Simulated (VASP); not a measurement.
# Ti2B3 (P-4m2) in VASP: relaxation of cell and atoms with PBE

Aim: the relaxation of cell and atoms of Ti2B3 with PBE.

Program: VASP 6.6.1. These are calculated values, not measurements. Logs are shortened: lines on timing, memory, paths and dates and some standing lists are left out, and cuts for length are marked.

## 1. The cell of the first run

Symmetry: P-4m2, No. 115, tetragonal system. Conventional cell: a = 3.210 Å, b = 3.210 Å, c = 4.848 Å, α = 90.00°, β = 90.00°, γ = 90.00°. Within 3.0 Å of Ti (site symmetry 2mm) lie 8 B at 2.21 to 2.48 Å and 4 Ti at 2.90 Å. Within 2.5 Å of B (site symmetry -4m2) lie 4 B at 1.87 Å and 4 Ti at 2.21 Å. B (site symmetry 2mm) has 2 B at 1.87 Å and 6 Ti at 2.34 to 2.48 Å within 2.5 Å.

## 2. Relaxation of cell and atoms, PBE

Input file INCAR:

```
PREC = Accurate ; ENCUT = 600
EDIFF = 1E-6 ; ISMEAR = 0
SIGMA = 0.1 ; LREAL = False
LASPH = True ; NELM = 60
ALGO = Fast ; ISIF = 3
LWAVE = False ; LCHARG = False
GGA = PE ; IBRION = 2
NSW = 100 ; EDIFFG = -0.01
```

Input file KPOINTS:

```
Automatic mesh
0
Gamma
  12 12 8
```

Input file POSCAR:

```
Ti2B3
1.0
    3.2102102141      0.0000000000      0.0000000000
    0.0000000000      3.2102102141      0.0000000000
    0.0000000000      0.0000000000      4.8482178368
Ti B
2 3
Direct
    0.5000000000      0.0000000000      0.6866197389
    0.0000000000      0.5000000000      0.3133802611
    0.5000000000      0.5000000000      0.0000000000
    0.0000000000      0.5000000000      0.8011987632
    0.5000000000      0.0000000000      0.1988012368
```

Potentials or basis: VASP PAW PBE potentials, release 64 (Ti_sv, B).

On the command line:

```bash
$ cat potpaw_PBE.64/Ti_sv/POTCAR potpaw_PBE.64/B/POTCAR > POTCAR
$ mpirun -np 1 vasp_std > vasp.out
```

OUTCAR:

```text
PREC = Accurate
   ENCUT = 600
   EDIFF = 1E-6
   ISMEAR = 0
   LREAL = False
   LASPH = True
   NELM = 60
   ISIF = 3
   GGA = PE
   IBRION = 2
   NSW = 100
   EDIFFG = -0.01

 ion  position               nearest neighbor table
   1  0.500  0.000  0.687-   3 2.21   3 2.21   4 2.34   4 2.34   4 2.34   4 2.34   5 2.37   5 2.48
                             2 2.90   2 2.90   2 2.90   2 2.90
   2  0.000  0.500  0.313-   3 2.21   3 2.21   5 2.34   5 2.34   5 2.34   5 2.34   4 2.37   4 2.48
                             1 2.90   1 2.90   1 2.90   1 2.90
   3  0.500  0.500  0.000-   4 1.87   5 1.87   5 1.87   4 1.87   1 2.21   1 2.21   2 2.21   2 2.21

   4  0.000  0.500  0.801-   3 1.87   3 1.87   1 2.34   1 2.34   1 2.34   1 2.34   2 2.37   2 2.48

   5  0.500  0.000  0.199-   3 1.87   3 1.87   2 2.34   2 2.34   2 2.34   2 2.34   1 2.37   1 2.48

  LATTYP: Found a simple tetragonal cell.
 ALAT       =     3.2102102141
 C/A-ratio  =     1.5102493337

  Lattice vectors:

 A1 = (   3.2102102141,   0.0000000000,   0.0000000000)
 A2 = (   0.0000000000,   3.2102102141,   0.0000000000)
 A3 = (   0.0000000000,   0.0000000000,   4.8482178368)

Analysis of symmetry for initial positions (statically):
=====================================================================
 Subroutine PRICEL returns:
 Original cell was already a primitive cell.

 Routine SETGRP: Setting up the symmetry group for a
 simple tetragonal supercell.

 Subroutine GETGRP returns: Found  8 space group operations
 (whereof  8 operations were pure point group operations)
 out of a pool of 16 trial point group operations.

The static configuration has the point symmetry D_2d.

Analysis of symmetry for dynamics (positions and initial velocities):
=====================================================================
 Subroutine PRICEL returns:
 Original cell was already a primitive cell.

 Routine SETGRP: Setting up the symmetry group for a
 simple tetragonal supercell.

 Subroutine GETGRP returns: Found  8 space group operations
 (whereof  8 operations were pure point group operations)
 out of a pool of 16 trial point group operations.

The dynamic configuration has the point symmetry D_2d.

 Subroutine INISYM returns: Found  8 space group operations
 (whereof  8 operations are pure point group operations),
 and found     1 'primitive' translations

----------------------------------------------------------------------------------------

                                     Primitive cell

  volume of cell :      49.9631

  direct lattice vectors                    reciprocal lattice vectors
     3.210210214  0.000000000  0.000000000     0.311506080  0.000000000  0.000000000
     0.000000000  3.210210214  0.000000000     0.000000000  0.311506080  0.000000000
     0.000000000  0.000000000  4.848217837     0.000000000  0.000000000  0.206261359

  length of vectors
     3.210210214  3.210210214  4.848217837     0.311506080  0.311506080  0.206261359

  position of ions in fractional coordinates (direct lattice)
     0.500000000  0.000000000  0.686619739
     0.000000000  0.500000000  0.313380261
     0.500000000  0.500000000  0.000000000
     0.000000000  0.500000000  0.801198763
     0.500000000  0.000000000  0.198801237

  ion indices of the primitive-cell ions
   primitive index   ion index
                 1           1
                 2           2
                 3           3
                 4           4
                 5           5

----------------------------------------------------------------------------------------

 KPOINTS: Automatic mesh

Automatic generation of k-mesh.
 Grid dimensions read from file:
 generate k-points for:   12   12    8

 Generating k-lattice:

  Cartesian coordinates                     Fractional coordinates (reciprocal lattice)
     0.025958840  0.000000000  0.000000000     0.083333333  0.000000000  0.000000000
     0.000000000  0.025958840  0.000000000     0.000000000  0.083333333  0.000000000
     0.000000000  0.000000000  0.025782670     0.000000000  0.000000000  0.125000000

  Length of vectors
     0.025958840  0.025958840  0.025782670

  Shift w.r.t. Gamma in fractional coordinates (k-lattice)
     0.000000000  0.000000000  0.000000000

 Subroutine IBZKPT returns following result:
 ===========================================

 Found    140 irreducible k-points:

 Following reciprocal coordinates:
            Coordinates               Weight
  0.000000  0.000000  0.000000      1.000000
  0.083333  0.000000  0.000000      4.000000
  0.166667  0.000000  0.000000      4.000000
  0.250000  0.000000  0.000000      4.000000
  0.333333  0.000000  0.000000      4.000000
  0.416667  0.000000  0.000000      4.000000
[... 16 lines left out ...]
  0.333333  0.333333  0.000000      4.000000
  0.416667  0.333333  0.000000      8.000000
 [... further k-points ...]
   k-points           NKPTS =    140   k-points in BZ     NKDIM =    140   number of bands    NBANDS=     20
   number of dos      NEDOS =    301   number of ions     NIONS =      5
   total plane-waves  NPLWV =  31360
   dimension x,y,z NGX =    28 NGY =   28 NGZ =   40
   dimension x,y,z NGXF=    56 NGYF=   56 NGZF=   80
   ions per type =               2   3
   NGX,Y,Z   is equivalent  to a cutoff of  14.50, 14.50, 13.72 a.u.
   NGXF,Y,Z  is equivalent  to a cutoff of  29.00, 29.00, 27.43 a.u.
 SYSTEM =  unknown system
   PREC   = accura    normal or accurate (medium, high low for compatibility)
   ISTART =      0    job   : 0-new  1-cont  2-samecut
   ICHARG =      2    charge: 1-file 2-atom 10-const
   ISPIN  =      1    spin polarized calculation?
   LNONCOLLINEAR =      F non collinear calculations
   LSORBIT =      F    spin-orbit coupling
   LASPH  =      T    aspherical Exc in radial PAW
   ENCUT  =  600.0 eV  44.10 Ry    6.64 a.u.   6.41  6.41  9.68*2*pi/ulx,y,z
   NELM   =     60;   NELMIN=  2; NELMDL= -5     # of ELM steps
   EDIFF  = 0.1E-05   stopping-criterion for ELM
   LREAL  =      F    real-space projection
   EDIFFG = -.1E-01   stopping-criterion for IOM
   NSW    =    100    number of steps for IOM
   IBRION =      2    ionic relax: 0-MD 1-quasi-New 2-CG
   NFREE  =      1    steps in history (QN), initial steepest desc. (CG)
   ISIF   =      3    stress and relaxation
   ISYM   =      2    0-nonsym 1-usesym 2-fastsym
   POTIM  = 0.5000    time-step for ionic-motion
   TEBEG  =    0.0;   TEEND  =   0.0 temperature during run
   PSTRESS=    0.0 pullay stress
   NELECT =      33.0000    total number of electrons
   NUPDOWN=      -1.0000    fix difference up-down
   EMIN   =  10.00;   EMAX   =-10.00  energy-range for DOS
   EFERMI =   0.00;   METHOD = LEGACY
   ISMEAR =     0;   SIGMA  =   0.10  broadening in eV -4-tet -1-fermi 0-gaus
   EFERMI_NEDOS =   21; number of points for ismear=-14 and -15
   IALGO  =     68    algorithm
   IMIX   =      4    mixing-type and parameters
     AMIX     =   0.40;   BMIX     =  1.00
     AMIX_MAG =   1.60;   BMIX_MAG =  1.00
  volume/ion in A,a.u.               =       9.99        67.43
  Fermi-wavevector in a.u.,A,eV,Ry     =   1.425705  2.694193 27.655689  2.032636
  Thomas-Fermi vector in A             =   2.546061
   LORBIT       =      0    0 simple, 1 ext, 2 COOP (PROOUT), +10 PAW based schemes
   GGA     = PE    functional components
   LHFCALC =     F    Hartree Fock is set to
   AEXX    =    0.0000 exact exchange contribution
   IVDW    =     0    specifies the selected vdW correction
   LEPSILON=     F    determine dielectric tensor
   LRPA    =     F    only Hartree local field effects (RPA)
 conjugate gradient relaxation of ions
 non-spin polarized calculation
 RMM-DIIS sequential band-by-band and
 Gauss-broadening in eV      SIGMA  =   0.10
  energy-cutoff  :      600.00
  volume of cell :       49.96
 maximum number of plane-waves:      1707
 NGX is ok and might be reduce to    28
   NGX = 13   NGY = 13   NGZ = 19

--------------------------------------- Ionic step        1  -------------------------------------------

 number of electron      33.0000006 magnetization

 Free energy of the ion-electron system (eV)
  ---------------------------------------------------
  ext. energy  EPLUGINS =         0.00000000
  ---------------------------------------------------
  free energy    TOTEN  =       -38.33238003 eV

  energy without entropy =      -38.32330883  energy(sigma->0) =      -38.32784443

------------------------ aborting loop because EDIFF is reached ----------------------------------------

  FORCE on cell =-STRESS in cart. coord.  units (eV):
  Direction    XX          YY          ZZ          XY          YZ          ZX
  --------------------------------------------------------------------------------------
  -------------------------------------------------------------------------------------
  Total        0.0267986      0.0267986      0.0663565      0.0000000      0.0000000      0.0000000
  in kB        0.8593583      0.8593583      2.1278710      0.0000000      0.0000000      0.0000000
  external PRESSURE =       1.2821959 kB  Pullay stress =       0.0000000 kB

 VOLUME and BASIS-vectors are now :
 -----------------------------------------------------------------------------
  energy-cutoff  :      600.00
  volume of cell :       49.96
      direct lattice vectors                 reciprocal lattice vectors
     3.210210214  0.000000000  0.000000000     0.311506080  0.000000000  0.000000000
     0.000000000  3.210210214  0.000000000     0.000000000  0.311506080  0.000000000
     0.000000000  0.000000000  4.848217837     0.000000000  0.000000000  0.206261359
[... 196 lines left out ...]
 POSITION                                       TOTAL-FORCE (eV/Angst)
 -----------------------------------------------------------------------------------
      1.60513      3.21025      3.33128        -0.000000     -0.000000      0.016690
     -0.00000      1.60513      1.51824         0.000000      0.000000     -0.016690
      1.60513      1.60513      4.84953        -0.000000     -0.000000      0.000000
     -0.00000      1.60513      3.87818        -0.000000     -0.000000      0.003164
      1.60513      0.00000      0.97135         0.000000     -0.000000     -0.003164
 -----------------------------------------------------------------------------------
    total drift:                                0.000000      0.000000     -0.000000

  FREE ENERGIE OF THE ION-ELECTRON SYSTEM (eV)
  ---------------------------------------------------
  free  energy   TOTEN  =       -38.3329703852 eV

  energy  without entropy=      -38.3238979845  energy(sigma->0) =      -38.32843418

--------------------------------------- Ionic step        7  -------------------------------------------

 number of electron      33.0000006 magnetization

 Free energy of the ion-electron system (eV)
  ---------------------------------------------------
  ext. energy  EPLUGINS =         0.00000000
  ---------------------------------------------------
  free energy    TOTEN  =       -38.33300003 eV

  energy without entropy =      -38.32388211  energy(sigma->0) =      -38.32844107

 E-fermi :   8.5365     XC(G=0): -12.2488

 val. band max:        8.5320493787   @ k =   0.3333   0.3333   0.0000
 cond. band min:       8.5374088655   @ k =   0.5000   0.2500   0.0000
 fundamental gap:      0.0053594868
 Fermi energy:         8.5365184765

 k-point     1 :       0.0000    0.0000    0.0000
  band No.  band energies     occupation
      1     -47.9457      2.00000
      2     -47.8600      2.00000
      3     -24.4331      2.00000
      4     -24.1764      2.00000
      5     -24.1764      2.00000
      6     -24.1630      2.00000
[... 12 lines left out ...]
     19      10.3198      0.00000
     20      10.3198      0.00000
[... 507 lines left out ...]
 k-point    24 :       0.4167    0.3333    0.0000
  band No.  band energies     occupation
      1     -47.8857      2.00000
      2     -47.8745      2.00000
      3     -24.3838      2.00000
      4     -24.3180      2.00000
      5     -24.2718      2.00000
      6     -24.2186      2.00000
[... 12 lines left out ...]
     19      10.7315      0.00000
     20      11.0720      0.00000

 [... further k-points ...]

------------------------ aborting loop because EDIFF is reached ----------------------------------------

  FORCE on cell =-STRESS in cart. coord.  units (eV):
  Direction    XX          YY          ZZ          XY          YZ          ZX
  --------------------------------------------------------------------------------------
  -------------------------------------------------------------------------------------
  Total        0.0180183      0.0180183      0.0180542      0.0000000      0.0000000      0.0000000
  in kB        0.5773521      0.5773521      0.5785043      0.0000000      0.0000000      0.0000000
  external PRESSURE =       0.5777361 kB  Pullay stress =       0.0000000 kB

 VOLUME and BASIS-vectors are now :
 -----------------------------------------------------------------------------
  energy-cutoff  :      600.00
  volume of cell :       50.00
      direct lattice vectors                 reciprocal lattice vectors
     3.211249664  0.000000000 -0.000000000     0.311405249  0.000000000  0.000000000
     0.000000000  3.211249664  0.000000000     0.000000000  0.311405249  0.000000000
    -0.000000000  0.000000000  4.848802785     0.000000000  0.000000000  0.206236476

 POSITION                                       TOTAL-FORCE (eV/Angst)
 -----------------------------------------------------------------------------------
      1.60562      0.00000      3.33227         0.000000      0.000000     -0.002928
     -0.00000      1.60562      1.51654        -0.000000      0.000000      0.002928
      1.60562      1.60562     -0.00000        -0.000000      0.000000      0.000000
      3.21125      1.60562      3.87706        -0.000000     -0.000000      0.001126
      1.60562      3.21125      0.97175         0.000000      0.000000     -0.001126
 -----------------------------------------------------------------------------------
    total drift:                                0.000000     -0.000000     -0.000000

  FREE ENERGIE OF THE ION-ELECTRON SYSTEM (eV)
  ---------------------------------------------------
  free  energy   TOTEN  =       -38.3330000348 eV

  energy  without entropy=      -38.3238821073  energy(sigma->0) =      -38.32844107

 reached required accuracy - stopping structural energy minimisation
```

Run time: 15 min. Hardware: 1 thread of Oxide Virtual Turin-like, shared host; peak memory 0.27 GiB.

What came out:

```yaml
Free_energy: -38.3330 eV
Relaxed_volume: 10.00 Å³/atom
Relaxed_cell: a = 3.211 Å, b = 3.211 Å, c = 4.849 Å, α = 90.00°, β = 90.00°, γ = 90.00°
Space_group_after_relaxing_to_0.1_Å: P-4m2 (No. 115)
Energy_gained_by_relaxing: 0.1 meV/atom
Ionic_steps: 7
Pressure_after_relaxing: 0.1 GPa
Band_gap_on_the_k_mesh: zero (an odd number of electrons rules out a gap without spin polarisation)
```

Forces on the atoms (eV/Å):
```
Ti   0.000  0.000 -0.003
Ti   0.000  0.000  0.003
B    0.000  0.000  0.000
B    0.000  0.000  0.001
B    0.000  0.000 -0.001
```

Step by step:
| step | energy change (eV) | largest force (eV/Å) | pressure (GPa) | volume (Å³) |
| --- | --- | --- | --- | --- |
| 1 | 0.0000 | 0.0784 | 0.13 | 49.96 |
| 2 | -0.0004 | 0.0319 | -0.10 | 50.02 |
| 3 | -0.0005 | 0.0269 | -0.18 | 50.04 |
| 4 | -0.0005 | 0.0266 | -0.18 | 50.05 |
| 5 | -0.0006 | 0.0135 | 0.09 | 49.98 |
| 6 | -0.0006 | 0.0167 | 0.11 | 49.98 |
| 7 | -0.0006 | 0.0029 | 0.06 | 50.00 |

Final structure:
```yaml
crystal:
  lattice:
    - [3.21125, 0.00000, 0.00000]
    - [0.00000, 3.21125, 0.00000]
    - [0.00000, 0.00000, 4.84880]
  atoms:
    - { symbol: Ti, position: [0.50000, 0.00000, 0.68723] }
    - { symbol: Ti, position: [0.00000, 0.50000, 0.31277] }
    - { symbol: B, position: [0.50000, 0.50000, 0.00000] }
    - { symbol: B, position: [0.00000, 0.50000, 0.79959] }
    - { symbol: B, position: [0.50000, 0.00000, 0.20041] }
```

Levels at points of the mesh, in eV from the Fermi level:
```
           k point  band 14  band 15  band 16  band 17  band 18  band 19
(0.00, 0.00, 0.00)    -1.86    -0.71     1.21     1.21     1.55     1.78
(0.50, 0.00, 0.00)    -2.61    -2.25    -1.06     0.09     1.17     1.62
(0.50, 0.50, 0.00)    -1.86    -1.86    -0.95    -0.70    -0.16     2.62
(0.00, 0.00, 0.50)    -2.00    -0.63    -0.48     1.14     1.14     1.68
(0.50, 0.00, 0.50)    -2.04    -1.81    -1.38     0.37     1.76     1.84
(0.50, 0.50, 0.50)    -3.42    -3.42    -0.92    -0.89     0.56     3.00
```
